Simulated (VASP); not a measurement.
# MgB2 (Fd-3m) in VASP: further runs, part 2 of 2

VASP 6.6.1. Earlier steps stand in the parts before.

**4. Single point, PBE**

This run uses another cell than the first one, of 8.92 Å³/atom, 0.997 times its volume.

Input file INCAR:

```
ALGO = Normal ; EDIFF = 1E-7
ENCUT = 520 ; GGA = PE
ISIF = 2 ; ISMEAR = 0
LASPH = T ; LCHARG = F
LREAL = F ; LWAVE = F
NBANDS = 17 ; NELM = 100
PREC = Accurate ; SIGMA = 0.1
```

Input file KPOINTS:

```
k-points
0
Gamma
  6 6 6
```

Input file POSCAR:

```
MgB2
1.0
    0.0000000000      2.9910403816      2.9910403816
    2.9910403816      0.0000000000      2.9910403816
    2.9910403816      2.9910403816      0.0000000000
Mg B
2 4
Direct
    0.0000000000      0.0000000000      0.0000000000
    0.2500000000      0.2500000000      0.2500000000
    0.6250000000      0.1250000000      0.6250000000
    0.6250000000      0.6250000000      0.1250000000
    0.1250000000      0.6250000000      0.6250000000
    0.6250000000      0.6250000000      0.6250000000
```

Potentials or basis: VASP PAW PBE potentials, release 64 (Mg, B).

Command:

```
$ cat potpaw_PBE.64/Mg/POTCAR potpaw_PBE.64/B/POTCAR > POTCAR
$ mpirun -np 1 vasp_std > vasp.out
```

OUTCAR:

```text
EDIFF = 1E-7
   ENCUT = 520
   GGA = PE
   ISIF = 2
   ISMEAR = 0
   LASPH = T
   LREAL = F
   NELM = 100
   PREC = Accurate

 ion  position               nearest neighbor table
   1  0.000  0.000  0.000-   3 2.48   4 2.48   6 2.48   4 2.48   5 2.48   6 2.48   3 2.48   5 2.48
                             6 2.48   3 2.48   4 2.48   5 2.48   2 2.59   2 2.59   2 2.59   2 2.59
   2  0.250  0.250  0.250-   3 2.48   4 2.48   5 2.48   3 2.48   5 2.48   6 2.48   4 2.48   5 2.48
                             6 2.48   3 2.48   4 2.48   6 2.48   1 2.59   1 2.59   1 2.59   1 2.59
   3  0.625  0.125  0.625-   6 2.11   4 2.11   4 2.11   5 2.11   6 2.11   5 2.11   2 2.48   1 2.48
                             2 2.48   2 2.48   1 2.48   1 2.48
   4  0.625  0.625  0.125-   6 2.11   3 2.11   5 2.11   6 2.11   3 2.11   5 2.11   1 2.48   2 2.48
                             1 2.48   2 2.48   1 2.48   2 2.48
   5  0.125  0.625  0.625-   6 2.11   4 2.11   3 2.11   3 2.11   4 2.11   6 2.11   2 2.48   1 2.48
                             1 2.48   2 2.48   2 2.48   1 2.48
   6  0.625  0.625  0.625-   3 2.11   4 2.11   5 2.11   4 2.11   3 2.11   5 2.11   1 2.48   2 2.48
                             1 2.48   2 2.48   1 2.48   2 2.48

  LATTYP: Found a face centered cubic cell.
 ALAT       =     5.9820807632

  Lattice vectors:

 A1 = (   0.0000000000,   2.9910403816,   2.9910403816)
 A2 = (   2.9910403816,   0.0000000000,   2.9910403816)
 A3 = (   2.9910403816,   2.9910403816,   0.0000000000)

Analysis of symmetry for initial positions (statically):
=====================================================================
 Subroutine PRICEL returns:
 Original cell was already a primitive cell.

 Routine SETGRP: Setting up the symmetry group for a
 face centered cubic supercell.

 Subroutine GETGRP returns: Found 48 space group operations
 (whereof 24 operations were pure point group operations)
 out of a pool of 48 trial point group operations.

The static configuration has the point symmetry T_d .
 The point group associated with its full space group is O_h .

Analysis of symmetry for dynamics (positions and initial velocities):
=====================================================================
 Subroutine PRICEL returns:
 Original cell was already a primitive cell.

 Routine SETGRP: Setting up the symmetry group for a
 face centered cubic supercell.

 Subroutine GETGRP returns: Found 48 space group operations
 (whereof 24 operations were pure point group operations)
 out of a pool of 48 trial point group operations.

The dynamic configuration has the point symmetry T_d .
 The point group associated with its full space group is O_h .

 Subroutine INISYM returns: Found 48 space group operations
 (whereof 24 operations are pure point group operations),
 and found     1 'primitive' translations

----------------------------------------------------------------------------------------

                                     Primitive cell

  volume of cell :      53.5176

  direct lattice vectors                    reciprocal lattice vectors
     0.000000000  2.991040382  2.991040382    -0.167165914  0.167165914  0.167165914
     2.991040382  0.000000000  2.991040382     0.167165914 -0.167165914  0.167165914
     2.991040382  2.991040382  0.000000000     0.167165914  0.167165914 -0.167165914

[... 51 lines left out ...]
  0.500000  0.000000  0.000000      4.000000
  0.166667  0.166667  0.000000      6.000000
  0.333333  0.166667  0.000000     24.000000
[... 8 lines left out ...]
 -0.333333  0.333333  0.166667     24.000000
 -0.333333  0.500000  0.166667     12.000000
   k-points           NKPTS =     16   k-points in BZ     NKDIM =     16   number of bands    NBANDS=     17
   number of dos      NEDOS =    301   number of ions     NIONS =      6
   total plane-waves  NPLWV =  32768
   dimension x,y,z NGX =    32 NGY =   32 NGZ =   32
   dimension x,y,z NGXF=    64 NGYF=   64 NGZF=   64
   ions per type =               2   4
   NGX,Y,Z   is equivalent  to a cutoff of  12.58, 12.58, 12.58 a.u.
   NGXF,Y,Z  is equivalent  to a cutoff of  25.15, 25.15, 25.15 a.u.
 SYSTEM =  unknown system
   PREC   = accura    normal or accurate (medium, high low for compatibility)
   ISTART =      0    job   : 0-new  1-cont  2-samecut
   ICHARG =      2    charge: 1-file 2-atom 10-const
   ISPIN  =      1    spin polarized calculation?
   LNONCOLLINEAR =      F non collinear calculations
   LSORBIT =      F    spin-orbit coupling
   LASPH  =      T    aspherical Exc in radial PAW
   ENCUT  =  520.0 eV  38.22 Ry    6.18 a.u.   7.86  7.86  7.86*2*pi/ulx,y,z
   NELM   =    100;   NELMIN=  2; NELMDL= -5     # of ELM steps
   EDIFF  = 0.1E-06   stopping-criterion for ELM
   LREAL  =      F    real-space projection
   EDIFFG = 0.1E-05   stopping-criterion for IOM
   NSW    =      0    number of steps for IOM
   IBRION =     -1    ionic relax: 0-MD 1-quasi-New 2-CG
   NFREE  =      0    steps in history (QN), initial steepest desc. (CG)
   ISIF   =      2    stress and relaxation
   ISYM   =      2    0-nonsym 1-usesym 2-fastsym
   POTIM  = 0.5000    time-step for ionic-motion
   TEBEG  =    0.0;   TEEND  =   0.0 temperature during run
   PSTRESS=    0.0 pullay stress
   NELECT =      16.0000    total number of electrons
   NUPDOWN=      -1.0000    fix difference up-down
   EMIN   =  10.00;   EMAX   =-10.00  energy-range for DOS
   EFERMI =   0.00;   METHOD = LEGACY
   ISMEAR =     0;   SIGMA  =   0.10  broadening in eV -4-tet -1-fermi 0-gaus
   EFERMI_NEDOS =   21; number of points for ismear=-14 and -15
   IALGO  =     38    algorithm
   IMIX   =      4    mixing-type and parameters
     AMIX     =   0.40;   BMIX     =  1.00
     AMIX_MAG =   1.60;   BMIX_MAG =  1.00
  volume/ion in A,a.u.               =       8.92        60.19
  Fermi-wavevector in a.u.,A,eV,Ry     =   1.094668  2.068623 16.303844  1.198299
  Thomas-Fermi vector in A             =   2.230977
   LORBIT       =      0    0 simple, 1 ext, 2 COOP (PROOUT), +10 PAW based schemes
   GGA     = PE    functional components
   LHFCALC =     F    Hartree Fock is set to
   AEXX    =    0.0000 exact exchange contribution
   IVDW    =     0    specifies the selected vdW correction
   LEPSILON=     F    determine dielectric tensor
   LRPA    =     F    only Hartree local field effects (RPA)
 non-spin polarized calculation
 Gauss-broadening in eV      SIGMA  =   0.10
  energy-cutoff  :      520.00
  volume of cell :       53.52
 maximum number of plane-waves:      1459
   NGX = 15   NGY = 15   NGZ = 15

 number of electron      15.9999999 magnetization

 Free energy of the ion-electron system (eV)
  ---------------------------------------------------
  ext. energy  EPLUGINS =         0.00000000
  ---------------------------------------------------
  free energy    TOTEN  =       -25.24726201 eV

  energy without entropy =      -25.23853370  energy(sigma->0) =      -25.24289785

 E-fermi :   7.0813     XC(G=0): -11.4415

 val. band max:        6.9670484187   @ k =  -0.3333   0.1667   0.0000
 cond. band min:       7.1208889883   @ k =   0.3333   0.0000   0.0000
 fundamental gap:      0.1538405696
 Fermi energy:         7.0812917567

 k-point     1 :       0.0000    0.0000    0.0000
  band No.  band energies     occupation
      1      -7.0759      2.00000
      2       0.1404      2.00000
      3       2.4195      2.00000
      4       2.4195      2.00000
      5       2.4195      2.00000
      6       4.5168      2.00000
[... 297 lines left out ...]
      4      -0.8972      2.00000
      5       2.9480      2.00000
      6       2.9480      2.00000
[... 9 lines left out ...]
     16      15.0142      0.00000
     17      15.3265      0.00000

------------------------ aborting loop because EDIFF is reached ----------------------------------------

  FORCE on cell =-STRESS in cart. coord.  units (eV):
  Direction    XX          YY          ZZ          XY          YZ          ZX
  --------------------------------------------------------------------------------------
  -------------------------------------------------------------------------------------
  Total       -0.0995910     -0.0995910     -0.0995910      0.0000000      0.0000000      0.0000000
  in kB       -2.9814926     -2.9814926     -2.9814926      0.0000000      0.0000000      0.0000000
  external PRESSURE =      -2.9814926 kB  Pullay stress =       0.0000000 kB

 VOLUME and BASIS-vectors are now :
 -----------------------------------------------------------------------------
  energy-cutoff  :      520.00
  volume of cell :       53.52
      direct lattice vectors                 reciprocal lattice vectors
     0.000000000  2.991040382  2.991040382    -0.167165914  0.167165914  0.167165914
     2.991040382  0.000000000  2.991040382     0.167165914 -0.167165914  0.167165914
     2.991040382  2.991040382  0.000000000     0.167165914  0.167165914 -0.167165914

 POSITION                                       TOTAL-FORCE (eV/Angst)
 -----------------------------------------------------------------------------------
      0.00000      0.00000      0.00000        -0.000000     -0.000000     -0.000000
      1.49552      1.49552      1.49552         0.000000      0.000000      0.000000
      2.24328      3.73880      2.24328         0.000000     -0.000000     -0.000000
      2.24328      2.24328      3.73880         0.000000     -0.000000     -0.000000
      3.73880      2.24328      2.24328         0.000000     -0.000000     -0.000000
      3.73880      3.73880      3.73880         0.000000     -0.000000     -0.000000
 -----------------------------------------------------------------------------------
    total drift:                                0.000000      0.000000      0.000000

  FREE ENERGIE OF THE ION-ELECTRON SYSTEM (eV)
  ---------------------------------------------------
  free  energy   TOTEN  =       -25.2472620056 eV

  energy  without entropy=      -25.2385336955  energy(sigma->0) =      -25.24289785
```

stdout:

```text
POSCAR found type information on POSCAR MgB
 POSCAR found :  2 types and       6 ions
 scaLAPACK will be used
 LDA part: xc-table for (Slater+PW92), standard interpolation
 POSCAR, INCAR and KPOINTS ok, starting setup
 FFT: planning ... GRIDC
 FFT: planning ... GRID_SOFT
 FFT: planning ... GRID
 WAVECAR not read
 entering main loop
```

Run time: 6.9 s. Hardware: 1 thread of Intel Xeon 6975P-C (Granite Rapids), shared host; peak memory 0.17 GiB.

Results:

- Free energy: -25.2473 eV
- Pressure: -0.3 GPa
- Band gap on the k mesh: zero (band 8 reaches 8.86 eV, above the bottom of band 9 at 5.15 eV)

**5. Relaxation of cell and atoms, PBE**

This run uses another cell than the first one, of 10.72 Å³/atom, 1.199 times its volume.

Input file INCAR:

```
  PREC = Accurate
  ENCUT = 600
  EDIFF = 1E-7
  ISMEAR = 0
  SIGMA = 0.1
  LREAL = False
  LASPH = True
  NELM = 100
  ALGO = Normal
  ISIF = 3
  LWAVE = False
  LCHARG = False
  GGA = PE
  IBRION = 2
  NSW = 90
  EDIFFG = -0.04
```

Input file KPOINTS:

```
Automatic mesh
0
Gamma
  6 6 6
```

Edit POSCAR of step 4 so:

```diff
@@ -2,5 +2,5 @@
 1.0
-    0.0000000000      2.9910403816      2.9910403816
-    2.9910403816      0.0000000000      2.9910403816
-    2.9910403816      2.9910403816      0.0000000000
+    0.0000000000      3.1800491300      3.1800491300
+    3.1800491300      0.0000000000      3.1800491300
+    3.1800491300      3.1800491300      0.0000000000
 Mg B
```

Potentials or basis: VASP PAW PBE potentials, release 64 (Mg, B).

Command:

```
$ cat potpaw_PBE.64/Mg/POTCAR potpaw_PBE.64/B/POTCAR > POTCAR
$ mpirun -np 1 vasp_std > vasp.out
```

OUTCAR:

```text
PREC = Accurate
   ENCUT = 600
   EDIFF = 1E-7
   ISMEAR = 0
   LREAL = False
   LASPH = True
   NELM = 100
   ISIF = 3
   GGA = PE
   IBRION = 2
   NSW = 90
   EDIFFG = -0.04

 ion  position               nearest neighbor table
   1  0.000  0.000  0.000-   3 2.64   4 2.64   6 2.64   4 2.64   5 2.64   6 2.64   3 2.64   5 2.64
                             6 2.64   3 2.64   4 2.64   5 2.64   2 2.75   2 2.75   2 2.75   2 2.75
   2  0.250  0.250  0.250-   3 2.64   4 2.64   5 2.64   3 2.64   5 2.64   6 2.64   4 2.64   5 2.64
                             6 2.64   3 2.64   4 2.64   6 2.64   1 2.75   1 2.75   1 2.75   1 2.75
   3  0.625  0.125  0.625-   2 2.64   2 2.64   1 2.64   2 2.64   1 2.64   1 2.64
   4  0.625  0.625  0.125-   2 2.64   2 2.64   1 2.64   2 2.64   1 2.64   1 2.64
   5  0.125  0.625  0.625-   2 2.64   2 2.64   1 2.64   2 2.64   1 2.64   1 2.64
   6  0.625  0.625  0.625-   2 2.64   2 2.64   2 2.64   1 2.64   1 2.64   1 2.64

  LATTYP: Found a face centered cubic cell.
 ALAT       =     6.3600982600

  Lattice vectors:

 A1 = (   0.0000000000,   3.1800491300,   3.1800491300)
 A2 = (   3.1800491300,   0.0000000000,   3.1800491300)
 A3 = (   3.1800491300,   3.1800491300,   0.0000000000)

Analysis of symmetry for initial positions (statically):
=====================================================================
 Subroutine PRICEL returns:
[... 169 lines left out ...]
  ext. energy  EPLUGINS =         0.00000000
  ---------------------------------------------------
  free energy    TOTEN  =       -24.49117024 eV

  energy without entropy =      -24.47901808  energy(sigma->0) =      -24.48509416

------------------------ aborting loop because EDIFF is reached ----------------------------------------

  FORCE on cell =-STRESS in cart. coord.  units (eV):
  Direction    XX          YY          ZZ          XY          YZ          ZX
  --------------------------------------------------------------------------------------
  -------------------------------------------------------------------------------------
  Total       -7.6784241     -7.6784241     -7.6784241      0.0000000      0.0000000      0.0000000
  in kB     -191.2719096   -191.2719096   -191.2719096      0.0000000      0.0000000      0.0000000
  external PRESSURE =    -191.2719096 kB  Pullay stress =       0.0000000 kB
[... 67 lines left out ...]
--------------------------------------- Ionic step        3  -------------------------------------------

 number of electron      16.0000000 magnetization

 Free energy of the ion-electron system (eV)
  ---------------------------------------------------
  ext. energy  EPLUGINS =         0.00000000
  ---------------------------------------------------
  free energy    TOTEN  =       -25.25371438 eV

  energy without entropy =      -25.24499890  energy(sigma->0) =      -25.24935664

 E-fermi :   7.1008     XC(G=0): -11.4505

 val. band max:        6.9856915708   @ k =  -0.3333   0.1667   0.0000
 cond. band min:       7.1413842023   @ k =   0.3333   0.0000   0.0000
 fundamental gap:      0.1556926314
 Fermi energy:         7.1007799022

 k-point     1 :       0.0000    0.0000    0.0000
  band No.  band energies     occupation
      1      -7.0739      2.00000
      2       0.1467      2.00000
      3       2.4297      2.00000
      4       2.4297      2.00000
      5       2.4297      2.00000
      6       4.5396      2.00000
      7       4.5396      2.00000
      8       4.5396      2.00000
      9       5.1641      2.00000
     10       5.1641      2.00000
     11       8.5936      0.00000
     12      11.2198      0.00000
[... 256 lines left out ...]
  FREE ENERGIE OF THE ION-ELECTRON SYSTEM (eV)
  ---------------------------------------------------
  free  energy   TOTEN  =       -25.2537143796 eV

  energy  without entropy=      -25.2449989048  energy(sigma->0) =      -25.24935664

 reached required accuracy - stopping structural energy minimisation
```

Wall time 18 s (1 thread of Intel Xeon 6975P-C (Granite Rapids), shared host); peak memory 0.22 GiB.

Results:

```yaml
Free_energy: -25.2537 eV
Relaxed_volume: 8.90 Å³/atom
Relaxed_cell: a = 4.227 Å, b = 4.227 Å, c = 4.227 Å, α = 60.00°, β = 60.00°, γ = 60.00°
Space_group_after_relaxing_to_0.05_Å: Fd-3m (No. 227)
Energy_gained_by_relaxing: 127.1 meV/atom
Ionic_steps: 3
Pressure_after_relaxing: 0.0 GPa
Band_gap_on_the_k_mesh: zero (band 8 reaches 8.88 eV, above the bottom of band 9 at 5.16 eV)
```

Step by step:
| step | energy change (eV) | largest force (eV/Å) | pressure (GPa) | volume (Å³) |
| --- | --- | --- | --- | --- |
| 1 | 0.0000 | 0.0000 | -19.13 | 64.32 |
| 2 | -0.7618 | 0.0000 | 0.81 | 53.13 |
| 3 | -0.7625 | 0.0000 | 0.03 | 53.40 |

Final structure:
```
Mg B
1.0
     0.00000    2.98882    2.98882
     2.98882    0.00000    2.98882
     2.98882    2.98882    0.00000
Mg B
2 4
Direct
  0.00000 0.00000 0.00000
  0.25000 0.25000 0.25000
  0.62500 0.12500 0.62500
  0.62500 0.62500 0.12500
  0.12500 0.62500 0.62500
  0.62500 0.62500 0.62500
```

Caveat: the volume moved by over 15 % at a fixed basis, so the end points are rough.

**6. Summary**

```csv
task,cell,k mesh,cutoff (eV),gap on the mesh (eV),pressure (GPa),relaxed volume (Å³/atom)
single point,"a = 4.234 Å, angles 60.0°, 6 atoms",12 × 12 × 12,520,none,-0.2,-
relaxation of cell and atoms,"relaxed from a = 4.230 Å, angles 60.0°, 6 atoms",12 × 12 × 12,600,none,0.0,8.93
single point,"a = 4.230 Å, angles 60.0°, 6 atoms",6 × 6 × 6,520,none,-0.3,-
relaxation of cell and atoms,"relaxed from a = 4.497 Å, angles 60.0°, 6 atoms",6 × 6 × 6,600,none,0.0,8.90
```

Alike in all rows: level PBE; potentials or basis VASP PAW PBE potentials, release 64 (Mg, B); no spin polarisation; smearing gaussian 0.1 eV.

Caveats: the volume moved by over 15 % at a fixed basis, so the end points are rough (some runs).

Absolute energies hang on the potentials; compare differences alone.
